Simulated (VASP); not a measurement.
# PbS (Galena) (Fm-3m) in VASP: single point with PBE

Aim: the single point of PbS (Galena) with PBE.

All numbers are computed with VASP 6.6.1; they aren't measurements. Logs are shortened: lines on timing, memory, paths and dates and some standing lists are left out, and cuts for length are marked.

## 1. The cell of the first run

Symmetry: Fm-3m, No. 225, cubic system. Conventional cell: a = 5.931 Å, b = 5.931 Å, c = 5.931 Å, α = 90.00°, β = 90.00°, γ = 90.00°. Within 3.9 Å of Pb (site symmetry m-3m) lie 6 S at 2.97 Å. S (site symmetry m-3m) has 6 Pb at 2.97 Å within 3.9 Å.

## 2. Single point, PBE

The input, INCAR:

```
SYSTEM = PbS
PREC = Accurate ; ENCUT = 520
EDIFF = 1E-7 ; ISMEAR = 0
SIGMA = 0.01 ; LREAL = .False.
LASPH = .True. ; NELM = 60
ALGO = Normal ; ISIF = 2
LWAVE = .False. ; LCHARG = .False.
GGA = PE ; NBANDS = 17
```

The input, KPOINTS:

```
regular mesh
0
Gamma
  4 4 4
  0 0 0
```

The input, POSCAR:

```
PbS
1.0
    0.0000000000      2.9657500000      2.9657500000
    2.9657500000      0.0000000000      2.9657500000
    2.9657500000      2.9657500000      0.0000000000
Pb S
1 1
Direct
    0.0000000000      0.0000000000      0.0000000000
    0.5000000000      0.5000000000      0.5000000000
```

Potentials or basis: VASP PAW PBE potentials, release 64 (Pb_d, S).

The run is started by

```console
$ cat potpaw_PBE.64/Pb_d/POTCAR potpaw_PBE.64/S/POTCAR > POTCAR
$ mpirun -np 1 vasp_std > vasp.out
```

OUTCAR:

```text
SYSTEM = PbS
   PREC = Accurate
   ENCUT = 520
   EDIFF = 1E-7
   ISMEAR = 0
   LREAL = .False.
   LASPH = .True.
   NELM = 60
   ISIF = 2
   GGA = PE

 ion  position               nearest neighbor table
   1  0.000  0.000  0.000-   2 2.97   2 2.97   2 2.97   2 2.97   2 2.97   2 2.97
   2  0.500  0.500  0.500-   1 2.97   1 2.97   1 2.97   1 2.97   1 2.97   1 2.97

  LATTYP: Found a face centered cubic cell.
 ALAT       =     5.9315000000

  Lattice vectors:

 A1 = (   0.0000000000,   2.9657500000,   2.9657500000)
 A2 = (   2.9657500000,   0.0000000000,   2.9657500000)
 A3 = (   2.9657500000,   2.9657500000,   0.0000000000)

Analysis of symmetry for initial positions (statically):
=====================================================================
 Subroutine PRICEL returns:
 Original cell was already a primitive cell.

 Routine SETGRP: Setting up the symmetry group for a
 face centered cubic supercell.

 Subroutine GETGRP returns: Found 48 space group operations
 (whereof 48 operations were pure point group operations)
 out of a pool of 48 trial point group operations.

The static configuration has the point symmetry O_h .

Analysis of symmetry for dynamics (positions and initial velocities):
=====================================================================
 Subroutine PRICEL returns:
 Original cell was already a primitive cell.

 Routine SETGRP: Setting up the symmetry group for a
 face centered cubic supercell.

 Subroutine GETGRP returns: Found 48 space group operations
 (whereof 48 operations were pure point group operations)
 out of a pool of 48 trial point group operations.

The dynamic configuration has the point symmetry O_h .

 Subroutine INISYM returns: Found 48 space group operations
 (whereof 48 operations are pure point group operations),
 and found     1 'primitive' translations

----------------------------------------------------------------------------------------

                                     Primitive cell

  volume of cell :      52.1715

  direct lattice vectors                    reciprocal lattice vectors
     0.000000000  2.965750000  2.965750000    -0.168591419  0.168591419  0.168591419
     2.965750000  0.000000000  2.965750000     0.168591419 -0.168591419  0.168591419
     2.965750000  2.965750000  0.000000000     0.168591419  0.168591419 -0.168591419

  length of vectors
     4.194203873  4.194203873  4.194203873     0.292008903  0.292008903  0.292008903

  position of ions in fractional coordinates (direct lattice)
     0.000000000  0.000000000  0.000000000
     0.500000000  0.500000000  0.500000000

  ion indices of the primitive-cell ions
   primitive index   ion index
                 1           1
                 2           2

----------------------------------------------------------------------------------------

 KPOINTS: regular mesh

Automatic generation of k-mesh.
 Grid dimensions read from file:
 generate k-points for:    4    4    4

 Generating k-lattice:

  Cartesian coordinates                     Fractional coordinates (reciprocal lattice)
    -0.042147855  0.042147855  0.042147855     0.250000000  0.000000000  0.000000000
     0.042147855 -0.042147855  0.042147855     0.000000000  0.250000000  0.000000000
     0.042147855  0.042147855 -0.042147855     0.000000000  0.000000000  0.250000000

  Length of vectors
     0.073002226  0.073002226  0.073002226

  Shift w.r.t. Gamma in fractional coordinates (k-lattice)
     0.000000000  0.000000000  0.000000000

 Subroutine IBZKPT returns following result:
 ===========================================

 Found      8 irreducible k-points:

 Following reciprocal coordinates:
            Coordinates               Weight
  0.000000  0.000000  0.000000      1.000000
  0.250000  0.000000  0.000000      8.000000
  0.500000  0.000000  0.000000      4.000000
  0.250000  0.250000  0.000000      6.000000
  0.500000  0.250000  0.000000     24.000000
 -0.250000  0.250000  0.000000     12.000000
  0.500000  0.500000  0.000000      3.000000
 -0.250000  0.500000  0.250000      6.000000
   k-points           NKPTS =      8   k-points in BZ     NKDIM =      8   number of bands    NBANDS=     17
   number of dos      NEDOS =    301   number of ions     NIONS =      2
   total plane-waves  NPLWV =  32768
   dimension x,y,z NGX =    32 NGY =   32 NGZ =   32
   dimension x,y,z NGXF=    64 NGYF=   64 NGZF=   64
   ions per type =               1   1
   NGX,Y,Z   is equivalent  to a cutoff of  12.68, 12.68, 12.68 a.u.
   NGXF,Y,Z  is equivalent  to a cutoff of  25.37, 25.37, 25.37 a.u.
 SYSTEM =  PbS
   PREC   = accura    normal or accurate (medium, high low for compatibility)
   ISTART =      0    job   : 0-new  1-cont  2-samecut
   ICHARG =      2    charge: 1-file 2-atom 10-const
   ISPIN  =      1    spin polarized calculation?
   LNONCOLLINEAR =      F non collinear calculations
   LSORBIT =      F    spin-orbit coupling
   LASPH  =      T    aspherical Exc in radial PAW
   ENCUT  =  520.0 eV  38.22 Ry    6.18 a.u.   7.80  7.80  7.80*2*pi/ulx,y,z
   NELM   =     60;   NELMIN=  2; NELMDL= -5     # of ELM steps
   EDIFF  = 0.1E-06   stopping-criterion for ELM
   LREAL  =      F    real-space projection
   EDIFFG = 0.1E-05   stopping-criterion for IOM
   NSW    =      0    number of steps for IOM
   IBRION =     -1    ionic relax: 0-MD 1-quasi-New 2-CG
   NFREE  =      0    steps in history (QN), initial steepest desc. (CG)
   ISIF   =      2    stress and relaxation
   ISYM   =      2    0-nonsym 1-usesym 2-fastsym
   POTIM  = 0.5000    time-step for ionic-motion
   TEBEG  =    0.0;   TEEND  =   0.0 temperature during run
   PSTRESS=    0.0 pullay stress
   NELECT =      20.0000    total number of electrons
   NUPDOWN=      -1.0000    fix difference up-down
   EMIN   =  10.00;   EMAX   =-10.00  energy-range for DOS
   EFERMI =   0.00;   METHOD = LEGACY
   ISMEAR =     0;   SIGMA  =   0.01  broadening in eV -4-tet -1-fermi 0-gaus
   EFERMI_NEDOS =   21; number of points for ismear=-14 and -15
   IALGO  =     38    algorithm
   IMIX   =      4    mixing-type and parameters
     AMIX     =   0.40;   BMIX     =  1.00
     AMIX_MAG =   1.60;   BMIX_MAG =  1.00
  volume/ion in A,a.u.               =      26.09       176.04
  Fermi-wavevector in a.u.,A,eV,Ry     =   1.189251  2.247359 19.242973  1.414319
  Thomas-Fermi vector in A             =   2.325363
   LORBIT       =      0    0 simple, 1 ext, 2 COOP (PROOUT), +10 PAW based schemes
   GGA     = PE    functional components
   LHFCALC =     F    Hartree Fock is set to
   AEXX    =    0.0000 exact exchange contribution
   IVDW    =     0    specifies the selected vdW correction
   LEPSILON=     F    determine dielectric tensor
   LRPA    =     F    only Hartree local field effects (RPA)
 non-spin polarized calculation
 Gauss-broadening in eV      SIGMA  =   0.01
  energy-cutoff  :      520.00
  volume of cell :       52.17
 maximum number of plane-waves:      1424
   NGX = 15   NGY = 15   NGZ = 15

 number of electron      19.9999998 magnetization

 Free energy of the ion-electron system (eV)
  ---------------------------------------------------
  ext. energy  EPLUGINS =         0.00000000
  ---------------------------------------------------
  free energy    TOTEN  =        -8.74199074 eV

  energy without entropy =       -8.74199074  energy(sigma->0) =       -8.74199074

 E-fermi :   5.9522     XC(G=0):  -9.6843

 val. band max:        5.8211979023   @ k =   0.5000   0.0000   0.0000
 cond. band min:       6.1850275025   @ k =   0.5000   0.0000   0.0000
 fundamental gap:      0.3638296002
 Fermi energy:         5.9521898971

 k-point     1 :       0.0000    0.0000    0.0000
  band No.  band energies     occupation
      1     -11.0012      2.00000
      2     -11.0012      2.00000
      3     -11.0012      2.00000
      4     -10.9851      2.00000
      5     -10.9851      2.00000
      6      -7.7764      2.00000
      7      -0.2148      2.00000
      8       3.6479      2.00000
      9       3.6479      2.00000
     10       3.6479      2.00000
     11      11.0353      0.00000
     12      11.0353      0.00000
     13      11.0353      0.00000
     14      12.5519      0.00000
     15      12.5519      0.00000
     16      12.5519      0.00000
     17      14.4723      0.00000

 k-point     2 :       0.2500    0.0000    0.0000
  band No.  band energies     occupation
      1     -11.0046      2.00000
      2     -11.0046      2.00000
      3     -10.9991      2.00000
      4     -10.9742      2.00000
      5     -10.9742      2.00000
      6      -7.2736      2.00000
      7      -1.6398      2.00000
      8       3.8082      2.00000
      9       3.8082      2.00000
     10       4.6510      2.00000
     11       8.1769      0.00000
     12       9.0410      0.00000
     13       9.0411      0.00000
     14      12.6847      0.00000
     15      13.7730      0.00000
     16      13.7730      0.00000
     17      17.7094      0.00000

 k-point     3 :       0.5000    0.0000    0.0000
  band No.  band energies     occupation
      1     -11.0189      2.00000
      2     -11.0189      2.00000
      3     -10.9981      2.00000
      4     -10.9522      2.00000
      5     -10.9522      2.00000
      6      -6.5351      2.00000
      7      -3.0267      2.00000
      8       4.0388      2.00000
      9       4.0388      2.00000
     10       5.8212      2.00000
     11       6.1850      0.00000
     12       7.7853      0.00000
     13       7.7853      0.00000
     14      14.4796      0.00000
     15      15.9437      0.00000
     16      15.9437      0.00000
     17      16.3665      0.00000

 k-point     4 :       0.2500    0.2500    0.0000
  band No.  band energies     occupation
      1     -11.0436      2.00000
      2     -11.0140      2.00000
      3     -10.9721      2.00000
      4     -10.9715      2.00000
      5     -10.9715      2.00000
      6      -7.0839      2.00000
      7      -1.4057      2.00000
      8       2.9866      2.00000
      9       2.9866      2.00000
     10       4.0959      2.00000
     11       8.2571      0.00000
     12      10.5620      0.00000
     13      10.7406      0.00000
     14      10.7406      0.00000
     15      15.6472      0.00000
     16      15.8207      0.00000
     17      15.8346      0.00000

 k-point     5 :       0.5000    0.2500    0.0000
  band No.  band energies     occupation
      1     -11.0746      2.00000
      2     -11.0026      2.00000
      3     -10.9873      2.00000
      4     -10.9625      2.00000
      5     -10.9483      2.00000
      6      -6.3376      2.00000
      7      -2.3571      2.00000
      8       2.0565      2.00000
      9       3.0377      2.00000
     10       3.6030      2.00000
     11       8.6674      0.00000
     12       9.6388      0.00000
     13      10.1132      0.00000
     14      12.1423      0.00000
     15      16.4444      0.00000
     16      16.5702      0.00000
     17      17.2395      0.00000

 k-point     6 :      -0.2500    0.2500    0.0000
  band No.  band energies     occupation
      1     -11.0339      2.00000
      2     -11.0016      2.00000
      3     -10.9870      2.00000
      4     -10.9697      2.00000
      5     -10.9692      2.00000
      6      -6.6014      2.00000
      7      -2.3739      2.00000
      8       2.1118      2.00000
      9       3.9176      2.00000
     10       5.0170      2.00000
     11       7.2557      0.00000
     12       8.2597      0.00000
     13      10.0732      0.00000
     14      14.1136      0.00000
     15      14.5489      0.00000
     16      15.6733      0.00000
     17      16.5414      0.00000

 k-point     7 :       0.5000    0.5000    0.0000
  band No.  band energies     occupation
      1     -11.1399      2.00000
      2     -11.0267      2.00000
      3     -10.9592      2.00000
      4     -10.9403      2.00000
      5     -10.9403      2.00000
      6      -6.1036      2.00000
      7      -1.3805      2.00000
      8       0.6234      2.00000
      9       2.3791      2.00000
     10       2.3791      2.00000
     11       9.6816      0.00000
     12      11.3967      0.00000
     13      11.5060      0.00000
     14      11.5060      0.00000
     15      16.9948      0.00000
     16      18.0837      0.00000
     17      18.0877      0.00000

 k-point     8 :      -0.2500    0.5000    0.2500
  band No.  band energies     occupation
      1     -11.0955      2.00000
      2     -10.9848      2.00000
      3     -10.9848      2.00000
      4     -10.9836      2.00000
      5     -10.9403      2.00000
      6      -6.0641      2.00000
      7      -2.1255      2.00000
      8       1.3944      2.00000
      9       1.3944      2.00000
     10       4.7934      2.00000
     11       8.0137      0.00000
     12      10.4861      0.00000
     13      10.4861      0.00000
     14      13.9879      0.00000
     15      13.9879      0.00000
     16      17.8187      0.00000
     17      18.0726      0.00000

------------------------ aborting loop because EDIFF is reached ----------------------------------------

  FORCE on cell =-STRESS in cart. coord.  units (eV):
  Direction    XX          YY          ZZ          XY          YZ          ZX
  --------------------------------------------------------------------------------------
  -------------------------------------------------------------------------------------
  Total        0.7364968      0.7364968      0.7364968     -0.0000000      0.0000000     -0.0000000
  in kB       22.6176685     22.6176685     22.6176685     -0.0000000      0.0000000     -0.0000000
  external PRESSURE =      22.6176685 kB  Pullay stress =       0.0000000 kB

 VOLUME and BASIS-vectors are now :
 -----------------------------------------------------------------------------
  energy-cutoff  :      520.00
  volume of cell :       52.17
      direct lattice vectors                 reciprocal lattice vectors
     0.000000000  2.965750000  2.965750000    -0.168591419  0.168591419  0.168591419
     2.965750000  0.000000000  2.965750000     0.168591419 -0.168591419  0.168591419
     2.965750000  2.965750000  0.000000000     0.168591419  0.168591419 -0.168591419

 POSITION                                       TOTAL-FORCE (eV/Angst)
 -----------------------------------------------------------------------------------
      0.00000      0.00000      0.00000         0.000000      0.000000      0.000000
      2.96575      2.96575      2.96575         0.000000     -0.000000      0.000000
 -----------------------------------------------------------------------------------
    total drift:                                0.000000     -0.000000     -0.000000

  FREE ENERGIE OF THE ION-ELECTRON SYSTEM (eV)
  ---------------------------------------------------
  free  energy   TOTEN  =        -8.7419907389 eV

  energy  without entropy=       -8.7419907389  energy(sigma->0) =       -8.74199074
```

Run time: 6.1 s. Hardware: 1 thread of AMD EPYC 7R13 (Zen 3), shared host; peak memory 0.14 GiB.

Results:

```
Free energy            : -8.7420 eV
Pressure               : 2.3 GPa
Band gap on the k mesh : 0.36 eV, direct
```

Caveat: the k points lie up to 0.46 Å⁻¹ apart; spin-orbit coupling is left out, which moves the levels of the heavy elements.
